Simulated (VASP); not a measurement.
# Pt (Pm-3m) in VASP: a series of runs

Pt is run at these levels: PBE; tasks: single point, relaxation of cell and atoms.

All numbers are computed with VASP 6.6.1; they aren't measurements. Logs are shortened: lines on timing, memory, paths and dates and some standing lists are left out, and cuts for length are marked.

### 1 The cell of the first run

It takes space group Pm-3m (No. 221, cubic). Conventional cell: a = 2.623 Å, b = 2.623 Å, c = 2.623 Å, α = 90.00°, β = 90.00°, γ = 90.00°. Within 3.5 Å of Pt (site symmetry m-3m) lie 6 Pt at 2.62 Å.

### 2 Single point, PBE

INCAR reads:

```
SYSTEM = Pt
PREC = Accurate
ENCUT = 500
EDIFF = 1E-6
ISMEAR = 0
SIGMA = 0.05
LREAL = .False.
LASPH = .True.
NELM = 120
ALGO = Normal
ISIF = 2
LWAVE = .False.
LCHARG = .False.
GGA = PE
NBANDS = 11
GGA_COMPAT = .False.
```

KPOINTS reads:

```
Automatic mesh
0
Gamma
  10 10 10
  0 0 0
```

POSCAR reads:

```
Pt
1.0
    2.6227726400      0.0000000000      0.0000000000
    0.0000000000      2.6227726400      0.0000000000
    0.0000000000      0.0000000000      2.6227726400
Pt
1
Direct
    0.0000000000      0.0000000000      0.0000000000
```

Potentials or basis: VASP PAW PBE potentials, release 64 (Pt).

The run is started by

```sh
cat potpaw_PBE.64/Pt/POTCAR > POTCAR
mpirun -np 1 vasp_std > vasp.out
```

OUTCAR:

```text
SYSTEM = Pt
   PREC = Accurate
   ENCUT = 500
   EDIFF = 1E-6
   ISMEAR = 0
   LREAL = .False.
   LASPH = .True.
   NELM = 120
   ISIF = 2
   GGA = PE

 ion  position               nearest neighbor table
   1  0.000  0.000  0.000-

  LATTYP: Found a simple cubic cell.
 ALAT       =     2.6227726400

  Lattice vectors:

 A1 = (   2.6227726400,   0.0000000000,   0.0000000000)
 A2 = (   0.0000000000,   2.6227726400,   0.0000000000)
 A3 = (   0.0000000000,   0.0000000000,   2.6227726400)

Analysis of symmetry for initial positions (statically):
=====================================================================
 Subroutine PRICEL returns:
 Original cell was already a primitive cell.

 Routine SETGRP: Setting up the symmetry group for a
 simple cubic supercell.

 Subroutine GETGRP returns: Found 48 space group operations
 (whereof 48 operations were pure point group operations)
 out of a pool of 48 trial point group operations.

The static configuration has the point symmetry O_h .

Analysis of symmetry for dynamics (positions and initial velocities):
=====================================================================
 Subroutine PRICEL returns:
 Original cell was already a primitive cell.

 Routine SETGRP: Setting up the symmetry group for a
 simple cubic supercell.

 Subroutine GETGRP returns: Found 48 space group operations
 (whereof 48 operations were pure point group operations)
 out of a pool of 48 trial point group operations.

The dynamic configuration has the point symmetry O_h .

 Subroutine INISYM returns: Found 48 space group operations
 (whereof 48 operations are pure point group operations),
 and found     1 'primitive' translations

----------------------------------------------------------------------------------------

                                     Primitive cell

  volume of cell :      18.0419

  direct lattice vectors                    reciprocal lattice vectors
     2.622772640  0.000000000  0.000000000     0.381275900  0.000000000  0.000000000
     0.000000000  2.622772640  0.000000000     0.000000000  0.381275900  0.000000000
     0.000000000  0.000000000  2.622772640     0.000000000  0.000000000  0.381275900

  length of vectors
     2.622772640  2.622772640  2.622772640     0.381275900  0.381275900  0.381275900

  position of ions in fractional coordinates (direct lattice)
     0.000000000  0.000000000  0.000000000

  ion indices of the primitive-cell ions
   primitive index   ion index
                 1           1

----------------------------------------------------------------------------------------

 KPOINTS: Automatic mesh

Automatic generation of k-mesh.
 Grid dimensions read from file:
 generate k-points for:   10   10   10

 Generating k-lattice:

  Cartesian coordinates                     Fractional coordinates (reciprocal lattice)
     0.038127590  0.000000000  0.000000000     0.100000000  0.000000000  0.000000000
     0.000000000  0.038127590  0.000000000     0.000000000  0.100000000  0.000000000
     0.000000000  0.000000000  0.038127590     0.000000000  0.000000000  0.100000000

  Length of vectors
     0.038127590  0.038127590  0.038127590

  Shift w.r.t. Gamma in fractional coordinates (k-lattice)
     0.000000000  0.000000000  0.000000000

 Subroutine IBZKPT returns following result:
 ===========================================

 Found     56 irreducible k-points:

 Following reciprocal coordinates:
            Coordinates               Weight
  0.000000  0.000000  0.000000      1.000000
  0.100000  0.000000  0.000000      6.000000
  0.200000  0.000000  0.000000      6.000000
  0.300000  0.000000  0.000000      6.000000
  0.400000  0.000000  0.000000      6.000000
  0.500000  0.000000  0.000000      3.000000
[... 16 lines left out ...]
  0.200000  0.100000  0.100000     24.000000
  0.300000  0.100000  0.100000     24.000000
 [... further k-points ...]
   k-points           NKPTS =     56   k-points in BZ     NKDIM =     56   number of bands    NBANDS=     11
   number of dos      NEDOS =    301   number of ions     NIONS =      1
   total plane-waves  NPLWV =   8000
   dimension x,y,z NGX =    20 NGY =   20 NGZ =   20
   dimension x,y,z NGXF=    40 NGYF=   40 NGZF=   40
   ions per type =               1
   NGX,Y,Z   is equivalent  to a cutoff of  12.68, 12.68, 12.68 a.u.
   NGXF,Y,Z  is equivalent  to a cutoff of  25.35, 25.35, 25.35 a.u.
 SYSTEM =  Pt
   PREC   = accura    normal or accurate (medium, high low for compatibility)
   ISTART =      0    job   : 0-new  1-cont  2-samecut
   ICHARG =      2    charge: 1-file 2-atom 10-const
   ISPIN  =      1    spin polarized calculation?
   LNONCOLLINEAR =      F non collinear calculations
   LSORBIT =      F    spin-orbit coupling
   LASPH  =      T    aspherical Exc in radial PAW
   ENCUT  =  500.0 eV  36.75 Ry    6.06 a.u.   4.78  4.78  4.78*2*pi/ulx,y,z
   NELM   =    120;   NELMIN=  2; NELMDL= -5     # of ELM steps
   EDIFF  = 0.1E-05   stopping-criterion for ELM
   LREAL  =      F    real-space projection
   EDIFFG = 0.1E-04   stopping-criterion for IOM
   NSW    =      0    number of steps for IOM
   IBRION =     -1    ionic relax: 0-MD 1-quasi-New 2-CG
   NFREE  =      0    steps in history (QN), initial steepest desc. (CG)
   ISIF   =      2    stress and relaxation
   ISYM   =      2    0-nonsym 1-usesym 2-fastsym
   POTIM  = 0.5000    time-step for ionic-motion
   TEBEG  =    0.0;   TEEND  =   0.0 temperature during run
   PSTRESS=    0.0 pullay stress
   NELECT =      10.0000    total number of electrons
   NUPDOWN=      -1.0000    fix difference up-down
   EMIN   =  10.00;   EMAX   =-10.00  energy-range for DOS
   EFERMI =   0.00;   METHOD = LEGACY
   ISMEAR =     0;   SIGMA  =   0.05  broadening in eV -4-tet -1-fermi 0-gaus
   EFERMI_NEDOS =   21; number of points for ismear=-14 and -15
   IALGO  =     38    algorithm
   IMIX   =      4    mixing-type and parameters
     AMIX     =   0.40;   BMIX     =  1.00
     AMIX_MAG =   1.60;   BMIX_MAG =  1.00
  volume/ion in A,a.u.               =      18.04       121.75
  Fermi-wavevector in a.u.,A,eV,Ry     =   1.344768  2.541244 24.604806  1.808402
  Thomas-Fermi vector in A             =   2.472735
   LORBIT       =      0    0 simple, 1 ext, 2 COOP (PROOUT), +10 PAW based schemes
   GGA     = PE    functional components
   LHFCALC =     F    Hartree Fock is set to
   AEXX    =    0.0000 exact exchange contribution
   IVDW    =     0    specifies the selected vdW correction
   LEPSILON=     F    determine dielectric tensor
   LRPA    =     F    only Hartree local field effects (RPA)
 non-spin polarized calculation
 Gauss-broadening in eV      SIGMA  =   0.05
  energy-cutoff  :      500.00
  volume of cell :       18.04
 maximum number of plane-waves:       480
 NGX is ok and might be reduce to    20
   NGX =  9   NGY =  9   NGZ =  9

 number of electron      10.0000002 magnetization

 Free energy of the ion-electron system (eV)
  ---------------------------------------------------
  ext. energy  EPLUGINS =         0.00000000
  ---------------------------------------------------
  free energy    TOTEN  =        -5.67488174 eV

  energy without entropy =       -5.67270025  energy(sigma->0) =       -5.67379099

 E-fermi :   8.2562     XC(G=0): -12.2803

 val. band max:        8.2536784829   @ k =   0.5000   0.1000   0.1000
 cond. band min:       8.2854691872   @ k =   0.4000   0.4000   0.0000
 fundamental gap:      0.0317907044
 Fermi energy:         8.2561681541

 k-point     1 :       0.0000    0.0000    0.0000
  band No.  band energies     occupation
      1      -0.1726      2.00000
      2       2.5713      2.00000
      3       2.5713      2.00000
      4       8.4966      0.00000
      5       8.4966      0.00000
      6       8.4966      0.00000
      7      23.3981      0.00000
      8      23.3981      0.00000
      9      23.3981      0.00000
     10      29.1004      0.00000
     11      31.8007      0.00000

 k-point     2 :       0.1000    0.0000    0.0000
  band No.  band energies     occupation
      1       0.1040      2.00000
      2       2.6226      2.00000
      3       2.8244      2.00000
      4       8.2507      1.12198
      5       8.2507      1.12191
      6       8.5160      0.00000
      7      21.6536      0.00000
      8      23.8916      0.00000
      9      23.8916      0.00000
     10      30.0073      0.00000
     11      30.3210      0.00000

 k-point     3 :       0.2000    0.0000    0.0000
  band No.  band energies     occupation
      1       0.7989      2.00000
      2       2.7599      2.00000
      3       3.6325      2.00000
      4       7.6599      2.00000
      5       7.6599      2.00000
      6       8.5672      0.00000
      7      18.7454      0.00000
      8      25.1843      0.00000
      9      25.1843      0.00000
     10      28.1179      0.00000
     11      30.2761      0.00000

 k-point     4 :       0.3000    0.0000    0.0000
  band No.  band energies     occupation
      1       1.5896      2.00000
      2       2.9362      2.00000
      3       5.0386      2.00000
      4       7.0116      2.00000
      5       7.0116      2.00000
      6       8.6313      0.00000
      7      15.9919      0.00000
      8      26.3004      0.00000
      9      26.8670      0.00000
     10      26.8670      0.00000
     11      29.6651      0.00000

 k-point     5 :       0.4000    0.0000    0.0000
  band No.  band energies     occupation
      1       2.1920      2.00000
      2       3.0844      2.00000
      3       6.5376      2.00000
      4       6.5376      2.00000
      5       6.7571      2.00000
      6       8.6837      0.00000
      7      13.7209      0.00000
      8      25.1276      0.00000
      9      28.3958      0.00000
     10      28.4547      0.00000
     11      28.4547      0.00000
[... 211 lines left out ...]
 k-point    21 :       0.5000    0.5000    0.0000
  band No.  band energies     occupation
      1       2.4373      2.00000
      2       3.5959      2.00000
      3       6.7576      2.00000
      4       6.7576      2.00000
      5      10.0945      0.00000
      6      12.6959      0.00000
      7      12.6959      0.00000
      8      17.6744      0.00000
      9      21.6029      0.00000
     10      29.5800      0.00000
     11      29.5800      0.00000

 k-point    22 :       0.1000    0.1000    0.1000
  band No.  band energies     occupation
      1       0.6724      2.00000
      2       3.0188      2.00000
      3       3.0188      2.00000
      4       7.9554      2.00000
      5       8.0478      2.00000
      6       8.0478      2.00000
      7      21.9465      0.00000
      8      22.8730      0.00000
      9      22.8730      0.00000
     10      31.2226      0.00000
     11      31.2226      0.00000

 k-point    23 :       0.2000    0.1000    0.1000
  band No.  band energies     occupation
      1       1.3816      2.00000
      2       3.1566      2.00000
      3       3.7908      2.00000
      4       7.4136      2.00000
      5       7.4160      2.00000
      6       8.0886      2.00000
      7      19.5501      0.00000
      8      23.3037      0.00000
      9      24.0269      0.00000
     10      29.4381      0.00000
     11      32.6386      0.00000

 k-point    24 :       0.3000    0.1000    0.1000
  band No.  band energies     occupation
      1       2.1675      2.00000
      2       3.3376      2.00000
      3       4.9574      2.00000
      4       6.7216      2.00000
      5       7.0674      2.00000
      6       8.1674      1.98794
      7      16.7225      0.00000
      8      24.4992      0.00000
      9      25.1344      0.00000
     10      28.2900      0.00000
     11      32.0187      0.00000

 [... further k-points ...]

------------------------ aborting loop because EDIFF is reached ----------------------------------------

  FORCE on cell =-STRESS in cart. coord.  units (eV):
  Direction    XX          YY          ZZ          XY          YZ          ZX
  --------------------------------------------------------------------------------------
  -------------------------------------------------------------------------------------
  Total       -0.0473556     -0.0473556     -0.0473556      0.0000000      0.0000000     -0.0000000
  in kB       -4.2053318     -4.2053318     -4.2053318      0.0000000      0.0000000     -0.0000000
  external PRESSURE =      -4.2053318 kB  Pullay stress =       0.0000000 kB

 VOLUME and BASIS-vectors are now :
 -----------------------------------------------------------------------------
  energy-cutoff  :      500.00
  volume of cell :       18.04
      direct lattice vectors                 reciprocal lattice vectors
     2.622772640  0.000000000  0.000000000     0.381275900  0.000000000  0.000000000
     0.000000000  2.622772640  0.000000000     0.000000000  0.381275900  0.000000000
     0.000000000  0.000000000  2.622772640     0.000000000  0.000000000  0.381275900

 POSITION                                       TOTAL-FORCE (eV/Angst)
 -----------------------------------------------------------------------------------
      0.00000      0.00000      0.00000         0.000000      0.000000      0.000000
 -----------------------------------------------------------------------------------
    total drift:                                0.000000      0.000000      0.000000

  FREE ENERGIE OF THE ION-ELECTRON SYSTEM (eV)
  ---------------------------------------------------
  free  energy   TOTEN  =        -5.6748817376 eV

  energy  without entropy=       -5.6727002506  energy(sigma->0) =       -5.67379099
```

Run time: 12 s. Hardware: 1 thread of Intel Xeon 8259CL, shared host; peak memory 0.13 GiB.

Results:

```yaml
Free_energy: -5.6749 eV
Pressure: -0.4 GPa
Band_gap_on_the_k_mesh: zero (band 5 reaches 10.24 eV, above the bottom of band 6 at 7.10 eV)
```

Caveat: spin-orbit coupling is left out, which moves the levels of the heavy elements.

### 3 Relaxation of cell and atoms, PBE

This run uses another cell than the first one, of 16.58 Å³/atom, 0.919 times its volume.

INCAR reads:

```
PREC = Accurate
ENCUT = 500
EDIFF = 1E-7
ISMEAR = 0
SIGMA = 0.05
LREAL = F
LASPH = T
NELM = 120
ALGO = Normal
ISIF = 3
LWAVE = F
LCHARG = F
GGA = PE
IBRION = 2
NSW = 80
EDIFFG = -0.01
GGA_COMPAT = F
NELMIN = 4
```

KPOINTS reads:

```
Automatic mesh
0
Gamma
  10 10 10
```

POSCAR reads:

```
Pt
1.0
    2.5500000000      0.0000000000      0.0000000000
    0.0000000000      2.5500000000      0.0000000000
    0.0000000000      0.0000000000      2.5500000000
Pt
1
Direct
    0.0000000000      0.0000000000      0.0000000000
```

Potentials or basis: VASP PAW PBE potentials, release 64 (Pt).

The run is started by

```sh
cat potpaw_PBE.64/Pt/POTCAR > POTCAR
mpirun -np 1 vasp_std > vasp.out
```

It took 86 s on 1 thread of Intel Xeon 8259CL, shared host; peak memory 0.13 GiB.

Results (log left out):

* Free energy: -5.6742 eV
* Relaxed volume: 18.00 Å³/atom
* Relaxed cell: a = 2.621 Å, b = 2.621 Å, c = 2.621 Å, α = 90.00°, β = 90.00°, γ = 90.00°
* Space group after relaxing (to 0.05 Å): Pm-3m (No. 221)
* Energy gained by relaxing: 79.4 meV/atom
* Ionic steps: 17
* Pressure after relaxing: 0.1 GPa
* Band gap on the k mesh: zero (band 5 reaches 10.28 eV, above the bottom of band 6 at 7.14 eV)

Step by step:
```tsv
step	energy change (eV)	largest force (eV/Å)	pressure (GPa)	volume (Å³)
1	0.0000	0.0000	19.49	16.58
2	0.2427	0.0000	-21.31	21.91
3	-0.0789	0.0000	-1.22	18.12
4	-0.0794	0.0000	-0.18	18.02
5	-0.0794	0.0000	0.13	17.99
6	-0.0794	0.0000	0.13	17.99
7	-0.0794	0.0000	0.12	17.99
8	-0.0794	0.0000	0.12	17.99
9	-0.0794	0.0000	0.12	17.99
10	-0.0794	0.0000	0.12	17.99
11	-0.0794	0.0000	0.12	17.99
12	-0.0794	0.0000	0.12	17.99
13	-0.0794	0.0000	0.12	17.99
14	-0.0794	0.0000	0.12	17.99
15	-0.0794	0.0000	0.11	17.99
16	-0.0794	0.0000	0.10	18.00
17	-0.0794	0.0000	0.07	18.00
```

Final structure:
```
Pt
1.0
     2.62066    0.00000    0.00000
     0.00000    2.62066    0.00000
     0.00000    0.00000    2.62066
Pt
1
Direct
  0.00000 0.00000 0.00000
```

Levels at points of the mesh, in eV from the Fermi level:
| k point | band 1 | band 2 | band 3 | band 4 | band 5 | band 6 | band 7 | band 8 | band 9 |
| --- | --- | --- | --- | --- | --- | --- | --- | --- | --- |
| (0.00, 0.00, 0.00) | -8.45 | -5.71 | -5.71 | 0.24 | 0.24 | 0.24 | 15.15 | 15.15 | 15.15 |
| (0.50, 0.00, 0.00) | -5.85 | -5.13 | -1.90 | -1.90 | -0.53 | 0.45 | 4.38 | 16.47 | 19.47 |
| (0.50, 0.50, 0.00) | -5.84 | -4.68 | -1.50 | -1.50 | 1.85 | 4.44 | 4.44 | 9.45 | 13.36 |
| (0.50, 0.50, 0.50) | -4.85 | -4.85 | -4.85 | 1.99 | 1.99 | 9.95 | 9.95 | 9.95 | 9.96 |

Caveat: spin-orbit coupling is left out, which moves the levels of the heavy elements.
